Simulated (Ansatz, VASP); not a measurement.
# One calculation of Rh, two programs

Contents of INCAR:

```
PREC = Accurate
ENCUT = 520
EDIFF = 1E-6
ISMEAR = 0
SIGMA = 0.15
LREAL = F
LASPH = T
NELM = 80
ALGO = Fast
ISIF = 2
LWAVE = F
LCHARG = F
GGA = PE
NBANDS = 22
```

File KPOINTS:

```
regular mesh
0
Gamma
  21 21 12
```

File POSCAR:

```
Rh
1.0
    2.7796149165      0.0000000000      0.0000000000
   -1.3898074583      2.4072171304      0.0000000000
    0.0000000000      0.0000000000      4.3403686921
Rh
2
Direct
    0.6666666667      0.3333333333      0.7500000000
    0.3333333333      0.6666666667      0.2500000000
```

Input for Ansatz:

```yaml
crystal:
  lattice:
    - [2.7796149165, 0.0, 0.0]
    - [-1.3898074583, 2.4072171304, 0.0]
    - [0.0, 0.0, 4.3403686921]
  atoms:
    - { symbol: Rh, position: [0.6666666667, 0.3333333333, 0.75] }
    - { symbol: Rh, position: [0.3333333333, 0.6666666667, 0.25] }
basis:
  ecutwfc: 420
kpoints:
  mp_grid: { grid: [21, 21, 12] }
hamiltonian:
  xc: pbe
  pseudopotentials: { kind: paw, azcp: { folder: soft_1 } }
scf:
  occupations: { method: gaussian, width: 0.15 }
output:
  forces: true
  stress: true
  eigenvalues: true
```

Alike in both runs: task single point; functional PBE; k mesh 21 × 21 × 12; occupations gaussian, width 0.15 eV; no spin polarisation.

|  | VASP | Ansatz |
| --- | --- | --- |
| version | VASP 6.6.1 | Ansatz 0.2.0 |
| potentials or method | VASP PAW PBE potentials, release 64 (Rh_pv), cutoff 520 eV | scalar-relativistic, plane waves, PAW |
| valence electrons in the cell | 30 | 34 |

```csv
,VASP,Ansatz,Ansatz less VASP
gap on the k mesh at the Fermi level (eV),none,none,-
pressure (GPa),-6.4,-6.4,+0.03
"traceless stress, the component that is largest in VASP (GPa)",4.57,4.56,-0.009
```

A gap of «none» marks a metal or a gap that the smearing closes. The functional is the same, so the differences come from potentials, cutoffs and numerics. VASP's potentials hold 30 valence electrons a cell and Ansatz's 34, so a difference there can come from the potentials and not from the codes.
